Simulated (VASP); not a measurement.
# HfH3F (Cm) in VASP: single point with PBE

Aim: the single point of HfH3F with PBE.

All numbers are computed with VASP 6.6.1; they aren't measurements. Logs are shortened: lines on timing, memory, paths and dates and some standing lists are left out, and cuts for length are marked.

**1. The cell of the first run**

The structure is monoclinic, space group Cm (No. 8). Conventional cell: a = 9.683 Å, b = 3.141 Å, c = 6.986 Å, α = 90.00°, β = 113.29°, γ = 90.00°. Within 2.6 Å of Hf (site symmetry m) lie 7 H at 1.95 to 2.09 Å and 2 F at 2.14 Å. Hf (site symmetry m) has 7 H at 1.99 to 2.06 Å and 2 F at 2.11 Å within 2.6 Å. Within 2.6 Å of H (site symmetry m) lie 2 Hf at 1.95 to 1.99 Å and 6 H at 2.21 to 2.32 Å and 2 F at 2.51 Å. Within 2.7 Å of H (site symmetry m) lie 2 Hf at 1.99 Å and 4 H at 2.33 Å and 4 F at 2.58 to 2.63 Å. H (site symmetry m) has 3 Hf at 2.03 to 2.09 Å and 7 H at 2.11 to 2.33 Å and 2 F at 2.41 to 2.56 Å within 2.7 Å. H (site symmetry m) has 2 Hf at 2.00 Å and 5 H at 2.07 to 2.33 Å and 1 F at 2.41 Å within 2.6 Å. Within 2.7 Å of H (site symmetry m) lie 3 Hf at 2.03 to 2.06 Å and 6 H at 2.07 to 2.57 Å and 3 F at 2.41 to 2.53 Å. H (site symmetry m) has 2 Hf at 1.95 Å and 6 H at 2.11 to 2.57 Å and 1 F at 2.39 Å within 2.6 Å.

**2. Single point, PBE**

POSCAR reads:

```
HfH3F
1.0
    4.8414799610     -1.5707247566      0.0025713660
    4.8414799610      1.5707247566      0.0025713660
   -2.7654924526      0.0000000000      6.4151558601
Hf H F
2 6 2
Direct
    0.1025130709      0.1025130709      0.0539734681
    0.9016127577      0.9016127577      0.4455364338
    0.9918549403      0.9918549403      0.2346143196
    0.9647546934      0.9647546934      0.7532875454
    0.6770062314      0.6770062314      0.2686636125
    0.3068620366      0.3068620366      0.5232070922
    0.3255846460      0.3255846460      0.2383637587
    0.4732037933      0.4732037933      0.0034891846
    0.5599907512      0.5599907512      0.5386986110
    0.6973198642      0.6973198642      0.9363859638
```

INCAR.step1 reads:

```
SYSTEM = HfH3F
ALGO = Normal
EDIFF = 1E-6
ENCUT = 520
GGA = PE
ISIF = 2
ISMEAR = 0
LASPH = .True.
LCHARG = .True.
LMAXMIX = 4
LREAL = .False.
LWAVE = .False.
NBANDS = 31
NELM = 100
PREC = Accurate
SIGMA = 0.02
```

KPOINTS.step1 reads:

```
k-points
0
Gamma
  8 8 4
  0 0 0
```

INCAR.step2 reads:

```
SYSTEM = HfH3F
ALGO = Normal
EDIFF = 1E-6
ENCUT = 520
GGA = PE
ICHARG = 11
ISIF = 2
ISMEAR = -5
LASPH = .True.
LCHARG = .False.
LMAXMIX = 4
LORBIT = 11
LREAL = .False.
LWAVE = .False.
NBANDS = 31
NEDOS = 2001
NELM = 100
PREC = Accurate
SIGMA = 0.02
```

KPOINTS.step2 reads:

```
k-points
0
Gamma
  12 12 6
  0 0 0
```

Potentials or basis: VASP PAW PBE potentials, release 64 (Hf_pv, H, F).

Launch:

```console
cat potpaw_PBE.64/Hf_pv/POTCAR potpaw_PBE.64/H/POTCAR potpaw_PBE.64/F/POTCAR > POTCAR
cp INCAR.step1 INCAR
cp KPOINTS.step1 KPOINTS
mpirun -np 1 vasp_std > vasp.out
cp INCAR.step2 INCAR
cp KPOINTS.step2 KPOINTS
mpirun -np 1 vasp_std > vasp.out
```

OUTCAR:

```text
SYSTEM = HfH3F
   EDIFF = 1E-6
   ENCUT = 520
   GGA = PE
   ICHARG = 11
   ISIF = 2
   ISMEAR = -5
   LASPH = .True.
   LORBIT = 11
   LREAL = .False.
   NELM = 100
   PREC = Accurate

 ion  position               nearest neighbor table
   1  0.103  0.103  0.054-   3 1.95   8 1.95   8 1.95   4 1.99   7 2.03   5 2.09   5 2.09  10 2.14
                            10 2.14   2 3.47   2 3.47
   2  0.902  0.902  0.446-   3 1.99   4 1.99   6 2.00   6 2.00   5 2.03   7 2.06   7 2.06   9 2.11
                             9 2.11   1 3.47   1 3.47
   3  0.992  0.992  0.235-   1 1.95   2 1.99
   4  0.965  0.965  0.753-   2 1.99   1 1.99
   5  0.677  0.677  0.269-   2 2.03   1 2.09   1 2.09
   6  0.307  0.307  0.523-   2 2.00   2 2.00
   7  0.326  0.326  0.238-   1 2.03   2 2.06   2 2.06
   8  0.473  0.473  0.003-   1 1.95   1 1.95
   9  0.560  0.560  0.539-   2 2.11   2 2.11
  10  0.697  0.697  0.936-   1 2.14   1 2.14

  LATTYP: Found a base centered monoclinic cell.
 ALAT       =     9.6829612877
 B/A-ratio  =     0.3244306592
 C/A-ratio  =     0.7214585514
 COS(beta)  =    -0.3953824995

  Lattice vectors:

 A1 = (   4.8414799610,  -1.5707247566,   0.0025713660)
 A2 = (   4.8414799610,   1.5707247566,   0.0025713660)
 A3 = (  -2.7654924526,   0.0000000000,   6.4151558601)

Analysis of symmetry for initial positions (statically):
=====================================================================
 Subroutine PRICEL returns:
 Original cell was already a primitive cell.

 Routine SETGRP: Setting up the symmetry group for a
 base centered monoclinic supercell.

 Subroutine GETGRP returns: Found  2 space group operations
 (whereof  2 operations were pure point group operations)
 out of a pool of  4 trial point group operations.

The static configuration has the point symmetry C_1h.

Analysis of symmetry for dynamics (positions and initial velocities):
=====================================================================
 Subroutine PRICEL returns:
 Original cell was already a primitive cell.

 Routine SETGRP: Setting up the symmetry group for a
 base centered monoclinic supercell.

 Subroutine GETGRP returns: Found  2 space group operations
 (whereof  2 operations were pure point group operations)
 out of a pool of  4 trial point group operations.

The dynamic configuration has the point symmetry C_1h.

 Subroutine INISYM returns: Found  2 space group operations
 (whereof  2 operations are pure point group operations),
 and found     1 'primitive' translations

----------------------------------------------------------------------------------------

                                     Primitive cell

  volume of cell :      97.5921

  direct lattice vectors                    reciprocal lattice vectors
     4.841479961 -1.570724757  0.002571366     0.103250566 -0.318324390  0.044510012
     4.841479961  1.570724757  0.002571366     0.103250566  0.318324390  0.044510012
    -2.765492453  0.000000000  6.415155860    -0.000082771  0.000000000  0.155845176

  length of vectors
     5.089902856  5.089902856  6.985855224     0.337597746  0.337597746  0.155845198

  position of ions in fractional coordinates (direct lattice)
     0.102513071  0.102513071  0.053973468
     0.901612758  0.901612758  0.445536434
     0.991854940  0.991854940  0.234614320
     0.964754693  0.964754693  0.753287545
     0.677006231  0.677006231  0.268663612
     0.306862037  0.306862037  0.523207092
     0.325584646  0.325584646  0.238363759
     0.473203793  0.473203793  0.003489185
     0.559990751  0.559990751  0.538698611
     0.697319864  0.697319864  0.936385964

  ion indices of the primitive-cell ions
   primitive index   ion index
                 1           1
                 2           2
                 3           3
                 4           4
                 5           5
                 6           6
                 7           7
                 8           8
                 9           9
                10          10

----------------------------------------------------------------------------------------

 KPOINTS: k-points

Automatic generation of k-mesh.
 Grid dimensions read from file:
 generate k-points for:   12   12    6

 Generating k-lattice:

  Cartesian coordinates                     Fractional coordinates (reciprocal lattice)
     0.008604214 -0.026527032  0.003709168     0.083333333  0.000000000  0.000000000
     0.008604214  0.026527032  0.003709168     0.000000000  0.083333333  0.000000000
    -0.000013795  0.000000000  0.025974196     0.000000000  0.000000000  0.166666667

  Length of vectors
     0.028133145  0.028133145  0.025974200

  Shift w.r.t. Gamma in fractional coordinates (k-lattice)
     0.000000000  0.000000000  0.000000000

 TETIRR: Found   1296 inequivalent tetrahedra from     5184

 Subroutine IBZKPT returns following result:
 ===========================================

 Found    242 irreducible k-points:

 Following reciprocal coordinates:
            Coordinates               Weight
  0.000000  0.000000  0.000000      1.000000
  0.083333  0.000000  0.000000      4.000000
  0.166667  0.000000 -0.000000      4.000000
  0.250000  0.000000  0.000000      4.000000
  0.333333  0.000000 -0.000000      4.000000
  0.416667  0.000000 -0.000000      4.000000
[... 16 lines left out ...]
  0.500000  0.166667 -0.000000      4.000000
 -0.416667  0.166667  0.000000      4.000000
 [... further k-points ...]
   k-points           NKPTS =    242   k-points in BZ     NKDIM =    242   number of bands    NBANDS=     31
   number of dos      NEDOS =   2001   number of ions     NIONS =     10
   total plane-waves  NPLWV =  86400
   dimension x,y,z NGX =    40 NGY =   40 NGZ =   54
   dimension x,y,z NGXF=    80 NGYF=   80 NGZF=  108
   ions per type =               2   6   2
   NGX,Y,Z   is equivalent  to a cutoff of  13.06, 13.06, 12.85 a.u.
   NGXF,Y,Z  is equivalent  to a cutoff of  26.13, 26.13, 25.70 a.u.
 SYSTEM =  HfH3F
   PREC   = accura    normal or accurate (medium, high low for compatibility)
   ISTART =      0    job   : 0-new  1-cont  2-samecut
   ICHARG =     11    charge: 1-file 2-atom 10-const
   ISPIN  =      1    spin polarized calculation?
   LNONCOLLINEAR =      F non collinear calculations
   LSORBIT =      F    spin-orbit coupling
   LASPH  =      T    aspherical Exc in radial PAW
   ENCUT  =  520.0 eV  38.22 Ry    6.18 a.u.   9.46  9.46 12.99*2*pi/ulx,y,z
   NELM   =    100;   NELMIN=  2; NELMDL=  0     # of ELM steps
   EDIFF  = 0.1E-05   stopping-criterion for ELM
   LREAL  =      F    real-space projection
   EDIFFG = 0.1E-04   stopping-criterion for IOM
   NSW    =      0    number of steps for IOM
   IBRION =     -1    ionic relax: 0-MD 1-quasi-New 2-CG
   NFREE  =      0    steps in history (QN), initial steepest desc. (CG)
   ISIF   =      2    stress and relaxation
   ISYM   =      2    0-nonsym 1-usesym 2-fastsym
   POTIM  = 0.5000    time-step for ionic-motion
   TEBEG  =    0.0;   TEEND  =   0.0 temperature during run
   PSTRESS=    0.0 pullay stress
   NELECT =      40.0000    total number of electrons
   NUPDOWN=      -1.0000    fix difference up-down
   EMIN   =  10.00;   EMAX   =-10.00  energy-range for DOS
   EFERMI =   0.00;   METHOD = LEGACY
   ISMEAR =    -5;   SIGMA  =   0.02  broadening in eV -4-tet -1-fermi 0-gaus
   EFERMI_NEDOS =   21; number of points for ismear=-14 and -15
   IALGO  =     38    algorithm
   IMIX   =      4    mixing-type and parameters
     AMIX     =   0.40;   BMIX     =  1.00
     AMIX_MAG =   1.60;   BMIX_MAG =  1.00
  volume/ion in A,a.u.               =       9.76        65.86
  Fermi-wavevector in a.u.,A,eV,Ry     =   1.216064  2.298028 20.120464  1.478812
  Thomas-Fermi vector in A             =   2.351431
   LORBIT       =     11    0 simple, 1 ext, 2 COOP (PROOUT), +10 PAW based schemes
   GGA     = PE    functional components
   LHFCALC =     F    Hartree Fock is set to
   AEXX    =    0.0000 exact exchange contribution
   IVDW    =     0    specifies the selected vdW correction
   LEPSILON=     F    determine dielectric tensor
   LRPA    =     F    only Hartree local field effects (RPA)
 non-spin polarized calculation
 Fermi weights with tetrahedron method with Bloechl corrections
  energy-cutoff  :      520.00
  volume of cell :       97.59
 maximum number of plane-waves:      2649
 NGX is ok and might be reduce to    40

 number of electron      40.0000009 magnetization

 Free energy of the ion-electron system (eV)
  ---------------------------------------------------
  ext. energy  EPLUGINS =         0.00000000
  ---------------------------------------------------
  free energy    TOTEN  =       -54.60347788 eV

  energy without entropy =      -54.60347788  energy(sigma->0) =      -54.60347788

 E-fermi :  -0.0370     XC(G=0):  -9.5768

 val. band max:       -0.0376644084   @ k =   0.5000   0.5000   0.5000
 cond. band min:       3.1865044006   @ k =   0.5000   0.5000   0.3333
 fundamental gap:      3.2241688090
 Fermi energy:        -0.0370359616

 k-point     1 :       0.0000    0.0000    0.0000
  band No.  band energies     occupation
      1     -29.7768      2.00000
      2     -29.6172      2.00000
      3     -29.5464      2.00000
      4     -29.4407      2.00000
      5     -29.2998      2.00000
      6     -29.1818      2.00000
[... 23 lines left out ...]
     30       8.5962      0.00000
     31      10.4477      0.00000

 k-point     2 :       0.0833    0.0000    0.0000
  band No.  band energies     occupation
      1     -29.7671      2.00000
      2     -29.6094      2.00000
      3     -29.5421      2.00000
      4     -29.4412      2.00000
      5     -29.3424      2.00000
      6     -29.2258      2.00000
[... 23 lines left out ...]
     30       8.6865      0.00000
     31      10.5127      0.00000

 k-point     3 :       0.1667    0.0000   -0.0000
  band No.  band energies     occupation
      1     -29.7434      2.00000
      2     -29.5915      2.00000
      3     -29.5376      2.00000
      4     -29.4707      2.00000
      5     -29.4188      2.00000
      6     -29.3382      2.00000
[... 23 lines left out ...]
     30       8.8728      0.00000
     31      10.5345      0.00000

 k-point     4 :       0.2500    0.0000    0.0000
  band No.  band energies     occupation
      1     -29.7413      2.00000
      2     -29.6242      2.00000
      3     -29.5789      2.00000
      4     -29.4949      2.00000
      5     -29.4731      2.00000
      6     -29.4102      2.00000
[... 635 lines left out ...]
     30       9.0474      0.00000
     31      10.2627      0.00000

 k-point    23 :       0.5000    0.1667   -0.0000
  band No.  band energies     occupation
      1     -29.8475      2.00000
      2     -29.7093      2.00000
      3     -29.6003      2.00000
      4     -29.4965      2.00000
      5     -29.4585      2.00000
      6     -29.4217      2.00000
[... 23 lines left out ...]
     30       9.0034      0.00000
     31      10.1314      0.00000

 k-point    24 :      -0.4167    0.1667    0.0000
  band No.  band energies     occupation
      1     -29.9513      2.00000
      2     -29.8069      2.00000
      3     -29.5761      2.00000
      4     -29.4787      2.00000
      5     -29.4516      2.00000
      6     -29.4128      2.00000
[... 23 lines left out ...]
     30       8.9976      0.00000
     31      10.0888      0.00000

 [... further k-points ...]

------------------------ aborting loop because EDIFF is reached ----------------------------------------

  FORCE on cell =-STRESS in cart. coord.  units (eV):
  Direction    XX          YY          ZZ          XY          YZ          ZX
  --------------------------------------------------------------------------------------
  -------------------------------------------------------------------------------------
  Total       -0.7074109     -0.9855142     -0.5436923      0.0000000      0.0000000     -0.0026415
  in kB      -11.6136157    -16.1792591     -8.9258359      0.0000000      0.0000000     -0.0433662
  external PRESSURE =     -12.2395702 kB  Pullay stress =       0.0000000 kB

 VOLUME and BASIS-vectors are now :
 -----------------------------------------------------------------------------
  energy-cutoff  :      520.00
  volume of cell :       97.59
      direct lattice vectors                 reciprocal lattice vectors
     4.841479961 -1.570724757  0.002571366     0.103250566 -0.318324390  0.044510012
     4.841479961  1.570724757  0.002571366     0.103250566  0.318324390  0.044510012
    -2.765492453  0.000000000  6.415155860    -0.000082771  0.000000000  0.155845176

 POSITION                                       TOTAL-FORCE (eV/Angst)
 -----------------------------------------------------------------------------------
      0.84337      0.00000      0.34678         0.119875      0.000000     -0.070876
      7.49815      0.00000      2.86282         0.128052      0.000000      0.056390
      8.95527      0.00000      1.51019         0.000504      0.000000     -0.000402
      7.25847      0.00000      4.83742         0.001179      0.000000     -0.000646
      5.81244      0.00000      1.72700         0.009421      0.000000     -0.008737
      1.52441      0.00000      3.35803         0.020834      0.000000     -0.016760
      2.49343      0.00000      1.53082        -0.010936      0.000000      0.011290
      4.57236      0.00000      0.02482         0.024232      0.000000      0.014325
      3.93260      0.00000      3.45872        -0.155790      0.000000     -0.081506
      4.16255      0.00000      6.01065        -0.137372      0.000000      0.096922
 -----------------------------------------------------------------------------------
    total drift:                               -0.000042     -0.000000     -0.000165

  FREE ENERGIE OF THE ION-ELECTRON SYSTEM (eV)
  ---------------------------------------------------
  free  energy   TOTEN  =       -54.6034778812 eV

  energy  without entropy=      -54.6034778812  energy(sigma->0) =      -54.60347788

 total charge

# of ion       s       p       d       tot
------------------------------------------
    1        0.296   6.528   1.475   8.299
    2        0.294   6.521   1.484   8.298
    3        0.581   0.004   0.000   0.585
    4        0.574   0.003   0.000   0.578
    5        0.569   0.007   0.000   0.576
    6        0.561   0.006   0.000   0.568
    7        0.580   0.007   0.000   0.587
    8        0.577   0.007   0.000   0.584
    9        1.743   4.361   0.000   6.103
   10        1.742   4.354   0.000   6.096
--------------------------------------------------
tot          7.517  21.799   2.958  32.274
```

Run time: 17 min. Hardware: 1 thread of Intel Xeon 8259CL, shared host; peak memory 0.73 GiB.

What came out:

- Valence electrons inside the program's atomic spheres: Hf 8.30; H 0.58, 0.57, 0.59 (each value once); F 6.10

Caveat: spin-orbit coupling is left out, which moves the levels of the heavy elements.
